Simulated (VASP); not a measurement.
Runs of VASP 6.6.1 on SrO. The structure is that of space group Fm-3m (No. 225), or close to it. The cells are those of the table. 

```csv
level,cell,smearing,gap on the mesh (eV),pressure (GPa)
r2SCAN,"a = 3.637 Å, angles 62.0°, 2 atoms",gaussian 0.01 eV,(c),-2.6
r2SCAN,"a = 3.712 Å, angles 58.9°, 2 atoms",gaussian 0.01 eV,3.73,-1.8
PBE,"a = 3.688, b = 3.688, c = 3.649 Å, angles 60.3, 60.3, 59.3°, 2 atoms",fermi-dirac 0.02 eV,(b),0.5
PBE,"a = 3.712 Å, angles 58.9°, 2 atoms",fermi-dirac 0.02 eV,(a),0.0
r2SCAN,"a = 3.688, b = 3.688, c = 3.649 Å, angles 60.3, 60.3, 59.3°, 2 atoms",gaussian 0.01 eV,3.71,-1.3
PBE,"a = 3.637 Å, angles 62.0°, 2 atoms",fermi-dirac 0.02 eV,3.21,-0.7
```

Alike in all rows: task single point; potentials or basis VASP PAW PBE potentials, release 64 (Sr_sv, O); no spin polarisation; k mesh 8 × 8 × 8; cutoff (eV) 520.

Fill in the values left out.

(a) 3.26; (b) 3.24; (c) 3.69.

Caveats: the PAW data sets were made with another functional, which shifts forces and pressure a little (at least some runs).

A k mesh can miss the band edges, and the runs leave out spin-orbit coupling on Sr.
